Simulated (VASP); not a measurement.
# MgS (Niningerite) (Fm-3m) in VASP: notebook

The runs below take MgS (Niningerite) through single point, with LDA, RPBE+D3(BJ), PBEsol+D4, RPBE+D4, BLYP.

Program: VASP 6.6.1. These are calculated values, not measurements. Logs are shortened: lines on timing, memory, paths and dates and some standing lists are left out, and cuts for length are marked.

### Step 1. The cell of the first run

It takes space group Fm-3m (No. 225, cubic). The conventional cell has a = 5.305 Å, b = 5.305 Å, c = 5.305 Å, α = 90.00°, β = 90.00°, γ = 90.00°. S (site symmetry m-3m) has 6 Mg at 2.65 Å within 3.5 Å. Within 3.5 Å of Mg (site symmetry m-3m) lie 6 S at 2.65 Å.

### Step 2. Single point, LDA (volume scaled by 1.06)

INCAR reads:

```
PREC = Accurate ; ENCUT = 520
EDIFF = 1E-7 ; ISMEAR = -1
SIGMA = 0.05 ; LREAL = F
LASPH = T ; NELM = 60
ALGO = Normal ; ISIF = 2
LWAVE = F ; LCHARG = F
NBANDS = 11
```

KPOINTS reads:

```
regular mesh
0
Gamma
  9 9 9
```

POSCAR reads:

```
MgS
1.0
    0.0000000000      2.6526756995      2.6526756995
    2.6526756995      0.0000000000      2.6526756995
    2.6526756995      2.6526756995      0.0000000000
S Mg
1 1
Direct
    0.5000000000      0.5000000000      0.5000000000
    0.0000000000      0.0000000000      0.0000000000
```

Potentials or basis: VASP PAW LDA potentials, release 64 (S, Mg).

On the command line:

```bash
$ cat potpaw_LDA.64/S/POTCAR potpaw_LDA.64/Mg/POTCAR > POTCAR
$ mpirun -np 1 vasp_std > vasp.out
```

OUTCAR:

```text
PREC = Accurate
   ENCUT = 520
   EDIFF = 1E-7
   ISMEAR = -1
   LREAL = F
   LASPH = T
   NELM = 60
   ISIF = 2

 ion  position               nearest neighbor table
   1  0.500  0.500  0.500-   2 2.65   2 2.65   2 2.65   2 2.65   2 2.65   2 2.65
   2  0.000  0.000  0.000-   1 2.65   1 2.65   1 2.65   1 2.65   1 2.65   1 2.65

  LATTYP: Found a face centered cubic cell.
 ALAT       =     5.3053513990

  Lattice vectors:

 A1 = (   0.0000000000,   2.6526756995,   2.6526756995)
 A2 = (   2.6526756995,   0.0000000000,   2.6526756995)
 A3 = (   2.6526756995,   2.6526756995,   0.0000000000)

Analysis of symmetry for initial positions (statically):
=====================================================================
 Subroutine PRICEL returns:
 Original cell was already a primitive cell.

 Routine SETGRP: Setting up the symmetry group for a
 face centered cubic supercell.

 Subroutine GETGRP returns: Found 48 space group operations
 (whereof 48 operations were pure point group operations)
 out of a pool of 48 trial point group operations.

The static configuration has the point symmetry O_h .

Analysis of symmetry for dynamics (positions and initial velocities):
=====================================================================
 Subroutine PRICEL returns:
 Original cell was already a primitive cell.

 Routine SETGRP: Setting up the symmetry group for a
 face centered cubic supercell.

 Subroutine GETGRP returns: Found 48 space group operations
 (whereof 48 operations were pure point group operations)
 out of a pool of 48 trial point group operations.

The dynamic configuration has the point symmetry O_h .

 Subroutine INISYM returns: Found 48 space group operations
 (whereof 48 operations are pure point group operations),
 and found     1 'primitive' translations

----------------------------------------------------------------------------------------

                                     Primitive cell

  volume of cell :      37.3321

  direct lattice vectors                    reciprocal lattice vectors
     0.000000000  2.652675700  2.652675700    -0.188488928  0.188488928  0.188488928
     2.652675700  0.000000000  2.652675700     0.188488928 -0.188488928  0.188488928
     2.652675700  2.652675700  0.000000000     0.188488928  0.188488928 -0.188488928

  length of vectors
     3.751449951  3.751449951  3.751449951     0.326472401  0.326472401  0.326472401

  position of ions in fractional coordinates (direct lattice)
     0.500000000  0.500000000  0.500000000
     0.000000000  0.000000000  0.000000000

  ion indices of the primitive-cell ions
   primitive index   ion index
                 1           1
                 2           2

----------------------------------------------------------------------------------------

 KPOINTS: regular mesh

Automatic generation of k-mesh.
 Grid dimensions read from file:
 generate k-points for:    9    9    9

 Generating k-lattice:

  Cartesian coordinates                     Fractional coordinates (reciprocal lattice)
    -0.020943214  0.020943214  0.020943214     0.111111111  0.000000000  0.000000000
     0.020943214 -0.020943214  0.020943214     0.000000000  0.111111111  0.000000000
     0.020943214  0.020943214 -0.020943214     0.000000000  0.000000000  0.111111111

  Length of vectors
     0.036274711  0.036274711  0.036274711

  Shift w.r.t. Gamma in fractional coordinates (k-lattice)
     0.000000000  0.000000000  0.000000000

 Subroutine IBZKPT returns following result:
 ===========================================

 Found     35 irreducible k-points:

 Following reciprocal coordinates:
            Coordinates               Weight
  0.000000  0.000000  0.000000      1.000000
  0.111111  0.000000  0.000000      8.000000
  0.222222  0.000000  0.000000      8.000000
  0.333333  0.000000  0.000000      8.000000
  0.444444  0.000000  0.000000      8.000000
  0.111111  0.111111  0.000000      6.000000
[... 16 lines left out ...]
 -0.333333  0.333333  0.000000     12.000000
  0.444444  0.444444  0.000000      6.000000
 [... further k-points ...]
   k-points           NKPTS =     35   k-points in BZ     NKDIM =     35   number of bands    NBANDS=     11
   number of dos      NEDOS =    301   number of ions     NIONS =      2
   total plane-waves  NPLWV =  21952
   dimension x,y,z NGX =    28 NGY =   28 NGZ =   28
   dimension x,y,z NGXF=    56 NGYF=   56 NGZF=   56
   ions per type =               1   1
   NGX,Y,Z   is equivalent  to a cutoff of  12.41, 12.41, 12.41 a.u.
   NGXF,Y,Z  is equivalent  to a cutoff of  24.82, 24.82, 24.82 a.u.
 SYSTEM =  unknown system
   PREC   = accura    normal or accurate (medium, high low for compatibility)
   ISTART =      0    job   : 0-new  1-cont  2-samecut
   ICHARG =      2    charge: 1-file 2-atom 10-const
   ISPIN  =      1    spin polarized calculation?
   LNONCOLLINEAR =      F non collinear calculations
   LSORBIT =      F    spin-orbit coupling
   LASPH  =      T    aspherical Exc in radial PAW
   ENCUT  =  520.0 eV  38.22 Ry    6.18 a.u.   6.98  6.98  6.98*2*pi/ulx,y,z
   NELM   =     60;   NELMIN=  2; NELMDL= -5     # of ELM steps
   EDIFF  = 0.1E-06   stopping-criterion for ELM
   LREAL  =      F    real-space projection
   EDIFFG = 0.1E-05   stopping-criterion for IOM
   NSW    =      0    number of steps for IOM
   IBRION =     -1    ionic relax: 0-MD 1-quasi-New 2-CG
   NFREE  =      0    steps in history (QN), initial steepest desc. (CG)
   ISIF   =      2    stress and relaxation
   ISYM   =      2    0-nonsym 1-usesym 2-fastsym
   POTIM  = 0.5000    time-step for ionic-motion
   TEBEG  =    0.0;   TEEND  =   0.0 temperature during run
   PSTRESS=    0.0 pullay stress
   NELECT =       8.0000    total number of electrons
   NUPDOWN=      -1.0000    fix difference up-down
   EMIN   =  10.00;   EMAX   =-10.00  energy-range for DOS
   EFERMI =   0.00;   METHOD = LEGACY
   ISMEAR =    -1;   SIGMA  =   0.05  broadening in eV -4-tet -1-fermi 0-gaus
   EFERMI_NEDOS =   21; number of points for ismear=-14 and -15
   IALGO  =     38    algorithm
   IMIX   =      4    mixing-type and parameters
     AMIX     =   0.40;   BMIX     =  1.00
     AMIX_MAG =   1.60;   BMIX_MAG =  1.00
  volume/ion in A,a.u.               =      18.67       125.96
  Fermi-wavevector in a.u.,A,eV,Ry     =   0.979664  1.851297 13.058088  0.959742
  Thomas-Fermi vector in A             =   2.110535
   LORBIT       =      0    0 simple, 1 ext, 2 COOP (PROOUT), +10 PAW based schemes
   GGA     = CA    functional components
   LHFCALC =     F    Hartree Fock is set to
   AEXX    =    0.0000 exact exchange contribution
   IVDW    =     0    specifies the selected vdW correction
   LEPSILON=     F    determine dielectric tensor
   LRPA    =     F    only Hartree local field effects (RPA)
 non-spin polarized calculation
  energy-cutoff  :      520.00
  volume of cell :       37.33
 maximum number of plane-waves:      1018
   NGX = 13   NGY = 13   NGZ = 13

 number of electron       8.0000001 magnetization

 Free energy of the ion-electron system (eV)
  ---------------------------------------------------
  ext. energy  EPLUGINS =         0.00000000
  ---------------------------------------------------
  free energy    TOTEN  =        -9.49679088 eV

  energy without entropy =       -9.49679088  energy(sigma->0) =       -9.49679088

 E-fermi :   4.0573     XC(G=0):  -9.7508

 val. band max:        3.0730558985   @ k =   0.0000   0.0000   0.0000
 cond. band min:       5.6333751842   @ k =   0.4444   0.4444   0.0000
 fundamental gap:      2.5603192857
 Fermi energy:         4.0572712052

 k-point     1 :       0.0000    0.0000    0.0000
  band No.  band energies     occupation
      1      -9.2478      2.00000
      2       3.0731      2.00000
      3       3.0731      2.00000
      4       3.0731      2.00000
      5       6.1263      0.00000
      6      10.9399      0.00000
      7      10.9399      0.00000
      8      10.9399      0.00000
      9      13.2705      0.00000
     10      13.2705      0.00000
     11      15.2834      0.00000

 k-point     2 :       0.1111    0.0000    0.0000
  band No.  band energies     occupation
      1      -9.1370      2.00000
      2       2.2066      2.00000
      3       3.0005      2.00000
      4       3.0005      2.00000
      5       6.8417      0.00000
      6      10.6098      0.00000
      7      11.1311      0.00000
      8      11.1311      0.00000
      9      12.6180      0.00000
     10      12.6180      0.00000
     11      15.1186      0.00000

 k-point     3 :       0.2222    0.0000    0.0000
  band No.  band energies     occupation
      1      -8.8311      2.00000
      2       0.7154      2.00000
      3       2.8312      2.00000
      4       2.8312      2.00000
      5       7.5731      0.00000
      6      10.7077      0.00000
      7      10.8500      0.00000
      8      10.8500      0.00000
      9      12.8359      0.00000
     10      12.8359      0.00000
     11      14.4493      0.00000

 k-point     4 :       0.3333    0.0000    0.0000
  band No.  band energies     occupation
      1      -8.4236      2.00000
      2      -0.6173      2.00000
      3       2.6594      2.00000
      4       2.6594      2.00000
      5       7.5423      0.00000
      6      10.1749      0.00000
      7      10.1749      0.00000
      8      11.7054      0.00000
      9      14.0689      0.00000
     10      14.3211      0.00000
     11      14.3211      0.00000
[... 239 lines left out ...]
 k-point    22 :      -0.4444    0.3333    0.0000
  band No.  band energies     occupation
      1      -7.7601      2.00000
      2      -0.5930      2.00000
      3       0.4399      2.00000
      4       1.7722      2.00000
      5       6.6278      0.00000
      6       9.2414      0.00000
      7      12.4901      0.00000
      8      12.4958      0.00000
      9      14.6931      0.00000
     10      16.9717      0.00000
     11      18.8839      0.00000

 k-point    23 :      -0.3333    0.3333    0.0000
  band No.  band energies     occupation
      1      -7.7866      2.00000
      2      -0.3862      2.00000
      3      -0.0494      2.00000
      4       2.0191      2.00000
      5       7.2272      0.00000
      6      10.4073      0.00000
      7      11.5953      0.00000
      8      11.9487      0.00000
      9      14.1605      0.00000
     10      15.2998      0.00000
     11      18.8705      0.00000

 k-point    24 :       0.4444    0.4444    0.0000
  band No.  band energies     occupation
      1      -7.7831      2.00000
      2      -0.8002      2.00000
      3       1.5280      2.00000
      4       1.5280      2.00000
      5       5.6334      0.00000
      6       7.5507      0.00000
      7      13.9625      0.00000
      8      15.3076      0.00000
      9      15.3076      0.00000
     10      15.5494      0.00000
     11      18.9841      0.00000

 [... further k-points ...]

------------------------ aborting loop because EDIFF is reached ----------------------------------------

  FORCE on cell =-STRESS in cart. coord.  units (eV):
  Direction    XX          YY          ZZ          XY          YZ          ZX
  --------------------------------------------------------------------------------------
  -------------------------------------------------------------------------------------
  Total       -1.7198509     -1.7198509     -1.7198509      0.0000000      0.0000000     -0.0000000
  in kB      -73.8106277    -73.8106277    -73.8106277      0.0000000      0.0000000     -0.0000000
  external PRESSURE =     -73.8106277 kB  Pullay stress =       0.0000000 kB

 VOLUME and BASIS-vectors are now :
 -----------------------------------------------------------------------------
  energy-cutoff  :      520.00
  volume of cell :       37.33
      direct lattice vectors                 reciprocal lattice vectors
     0.000000000  2.652675700  2.652675700    -0.188488928  0.188488928  0.188488928
     2.652675700  0.000000000  2.652675700     0.188488928 -0.188488928  0.188488928
     2.652675700  2.652675700  0.000000000     0.188488928  0.188488928 -0.188488928

 POSITION                                       TOTAL-FORCE (eV/Angst)
 -----------------------------------------------------------------------------------
      2.65268      2.65268      2.65268        -0.000000     -0.000000     -0.000000
      0.00000      0.00000      0.00000         0.000000      0.000000      0.000000
 -----------------------------------------------------------------------------------
    total drift:                                0.000000      0.000000      0.000000

  FREE ENERGIE OF THE ION-ELECTRON SYSTEM (eV)
  ---------------------------------------------------
  free  energy   TOTEN  =        -9.4967908816 eV

  energy  without entropy=       -9.4967908816  energy(sigma->0) =       -9.49679088
```

Wall time 5.7 s (1 thread of Intel Xeon 6975P-C, shared host); peak memory 0.14 GiB.

What came out:

| Item | Value |
| --- | --- |
| Free energy | -9.4968 eV |
| Pressure | -7.4 GPa |
| Band gap on the k mesh | 2.56 eV, indirect (least direct gap 3.05 eV) |

Caveat: the cell differs from its parent crystal (volume scaled by 1.06).

### Step 3. Single point, RPBE+D3(BJ)

This run uses another cell than the first one, of 14.87 Å³/atom, 0.797 times its volume.

INCAR reads:

```
SYSTEM = MgS
PREC = Accurate
ENCUT = 520
EDIFF = 1E-6
ISMEAR = -1
SIGMA = 0.05
LREAL = .FALSE.
LASPH = .TRUE.
NELM = 100
ALGO = Normal
ISIF = 2
LWAVE = .FALSE.
LCHARG = .FALSE.
GGA = RP
IVDW = 12
NBANDS = 11
```

KPOINTS reads:

```
regular mesh
0
G
  9 9 9
  0 0 0
```

POSCAR reads:

```
MgS
1.0
    0.0000000000      2.4591012339      2.4591012339
    2.4591012339      0.0000000000      2.4591012339
    2.4591012339      2.4591012339      0.0000000000
S Mg
1 1
Direct
    0.5000000000      0.5000000000      0.5000000000
    0.0000000000      0.0000000000      0.0000000000
```

Potentials or basis: VASP PAW PBE potentials, release 64 (S, Mg).

On the command line:

```bash
$ cat potpaw_PBE.64/S/POTCAR potpaw_PBE.64/Mg/POTCAR > POTCAR
$ mpirun -np 1 vasp_std > vasp.out
```

Run time: 10 s. Hardware: 1 thread of Intel Xeon Platinum 8375C at 2.90GHz (Ice Lake), shared host; peak memory 0.17 GiB.

The run converged. Its results:

```
Free energy                : -11.0858 eV
Pressure                   : -0.5 GPa
Band gap on the k mesh     : 3.39 eV, indirect (least direct gap 5.35 eV)
Dispersion energy per atom : -1.756 eV
```

Levels at points of the mesh, in eV from the valence-band top:
```tsv
k point	band 1	band 2	band 3	band 4	band 5	band 6	band 7	band 8
(0.00, 0.00, 0.00)	-13.74	0.00	0.00	0.00	5.35	7.81	7.81	7.81
```

Caveat: the PAW data sets were made with another functional, which shifts forces and pressure a little. A k mesh can miss the band edges.

### Step 4. Single point, PBEsol+D4

This run uses another cell than the first one, of 17.07 Å³/atom, 0.914 times its volume.

INCAR reads:

```
ALGO = Normal
EDIFF = 1E-7
ENCUT = 520
GGA = PS
ISIF = 2
ISMEAR = -1
IVDW = 13
LASPH = T
LCHARG = F
LREAL = F
LWAVE = F
NBANDS = 11
NELM = 80
PREC = Accurate
SIGMA = 0.05
```

KPOINTS reads:

```
k-points
0
Gamma
  9 9 9
```

POSCAR reads:

```
MgS
1.0
    0.0000000000      2.5746668054      2.5746668054
    2.5746668054      0.0000000000      2.5746668054
    2.5746668054      2.5746668054      0.0000000000
S Mg
1 1
Direct
    0.5000000000      0.5000000000      0.5000000000
    0.0000000000      0.0000000000      0.0000000000
```

On the command line:

```bash
$ cat potpaw_PBE.64/S/POTCAR potpaw_PBE.64/Mg/POTCAR > POTCAR
$ mpirun -np 1 vasp_std > vasp.out
```

It took 11 s on 1 thread of Intel Xeon Platinum 8375C at 2.90GHz (Ice Lake), shared host; peak memory 0.16 GiB.

It converged, with:

| Property | Result |
| --- | --- |
| Free energy | -9.4121 eV |
| Pressure | -0.2 GPa |
| Band gap on the k mesh | 2.90 eV, indirect (least direct gap 3.84 eV) |
| Dispersion energy per atom | -0.170 eV |

Levels at points of the mesh, in eV from the valence-band top:
```csv
k point,band 1,band 2,band 3,band 4,band 5,band 6,band 7,band 8,band 9
"(0.00, 0.00, 0.00)",-12.87,0.00,0.00,0.00,3.84,7.83,7.83,7.83,10.35
```

Caveat: the PAW data sets were made with another functional, which shifts forces and pressure a little.

### Step 5. Single point, RPBE+D4

This run uses another cell than the first one, of 17.04 Å³/atom, 0.913 times its volume.

INCAR reads:

```
PREC = Accurate
ENCUT = 520
EDIFF = 1E-7
ISMEAR = -1
SIGMA = 0.05
LREAL = False
LASPH = True
NELM = 80
ALGO = Normal
ISIF = 2
LWAVE = False
LCHARG = True
GGA = RP
IVDW = 13
LELF = True
LVHAR = True
NBANDS = 11
```

KPOINTS reads:

```
Automatic mesh
0
Gamma
  9 9 9
```

POSCAR reads:

```
MgS
1.0
    0.0000000000      2.5733485612      2.5733485612
    2.5733485612      0.0000000000      2.5733485612
    2.5733485612      2.5733485612      0.0000000000
S Mg
1 1
Direct
    0.5000000000      0.5000000000      0.5000000000
    0.0000000000      0.0000000000      0.0000000000
```

On the command line:

```bash
$ cat potpaw_PBE.64/S/POTCAR potpaw_PBE.64/Mg/POTCAR > POTCAR
$ mpirun -np 1 vasp_std > vasp.out
```

Run time: 11 s. Hardware: 1 thread of Intel Xeon Platinum 8375C at 2.90GHz (Ice Lake), shared host; peak memory 0.16 GiB.

It converged, with:

```
Free energy                : -9.1475 eV
Pressure                   : -0.4 GPa
Band gap on the k mesh     : 3.11 eV, indirect (least direct gap 4.13 eV)
Dispersion energy per atom : -0.608 eV
```

Levels at points of the mesh, in eV from the valence-band top:
```tsv
k point	band 1	band 2	band 3	band 4	band 5	band 6	band 7	band 8	band 9
(0.00, 0.00, 0.00)	-12.84	0.00	0.00	0.00	4.13	7.97	7.97	7.97	10.40
```

Caveat: the PAW data sets were made with another functional, which shifts forces and pressure a little. A k mesh can miss the band edges.

### Step 6. Single point, BLYP

This run uses another cell than the first one, of 17.61 Å³/atom, 0.943 times its volume.

INCAR reads:

```
SYSTEM = MgS
PREC = Accurate
ENCUT = 520
EDIFF = 1E-6
ISMEAR = -1
SIGMA = 0.05
LREAL = .FALSE.
LASPH = .TRUE.
NELM = 60
ALGO = Normal
ISIF = 2
LWAVE = .FALSE.
LCHARG = .TRUE.
GGA = B5
ALDAX = 1.0
AGGAX = 1.0
AGGAC = 1.0
ALDAC = 0.0
LELF = .TRUE.
LVHAR = .TRUE.
NBANDS = 11
```

KPOINTS reads:

```
Automatic mesh
0
G
  9 9 9
  0 0 0
```

POSCAR reads:

```
MgS
1.0
    0.0000000000      2.6016500000      2.6016500000
    2.6016500000      0.0000000000      2.6016500000
    2.6016500000      2.6016500000      0.0000000000
S Mg
1 1
Direct
    0.5000000000      0.5000000000      0.5000000000
    0.0000000000      0.0000000000      0.0000000000
```

Potentials or basis: VASP PAW PBE potentials, release 64 (S, Mg).

On the command line:

```bash
$ cat potpaw_PBE.64/S/POTCAR potpaw_PBE.64/Mg/POTCAR > POTCAR
$ mpirun -np 1 vasp_std > vasp.out
```

Run time: 16 s. Hardware: 1 thread of Intel Xeon Platinum 8375C at 2.90GHz (Ice Lake), shared host; peak memory 0.16 GiB.

The run converged. Its results:

| Item | Value |
| --- | --- |
| Free energy | -7.4854 eV |
| Pressure | 3.5 GPa |
| Band gap on the k mesh | 2.96 eV, indirect (least direct gap 3.88 eV) |

Levels at points of the mesh, in eV from the valence-band top:
```
           k point  band 1  band 2  band 3  band 4  band 5  band 6  band 7  band 8  band 9
(0.00, 0.00, 0.00)  -12.60    0.00    0.00    0.00    3.88    8.14    8.14    8.14   10.39
```

Caveat: the PAW data sets were made with another functional, which shifts forces and pressure a little.

### Step 7. Summary

| level | potentials or basis | cell | gap on the mesh (eV) | pressure (GPa) |
| --- | --- | --- | --- | --- |
| LDA | VASP PAW LDA potentials, release 64 (S, Mg) | a = 3.751 Å, angles 60.0°, 2 atoms | 2.56 | -7.4 |
| RPBE+D3(BJ) | VASP PAW PBE potentials, release 64 (S, Mg) | a = 3.478 Å, angles 60.0°, 2 atoms | 3.39 | -0.5 |
| PBEsol+D4 | VASP PAW PBE potentials, release 64 (S, Mg) | a = 3.641 Å, angles 60.0°, 2 atoms | 2.90 | -0.2 |
| RPBE+D4 | VASP PAW PBE potentials, release 64 (S, Mg) | a = 3.639 Å, angles 60.0°, 2 atoms | 3.11 | -0.4 |
| BLYP | VASP PAW PBE potentials, release 64 (S, Mg) | a = 3.679 Å, angles 60.0°, 2 atoms | 2.96 | 3.5 |

Alike in all rows: task single point; no spin polarisation; k mesh 9 × 9 × 9; cutoff (eV) 520; smearing fermi-dirac 0.05 eV.

Caveats: the PAW data sets were made with another functional, which shifts forces and pressure a little (some runs).

Absolute energies hang on the potentials; compare differences alone.
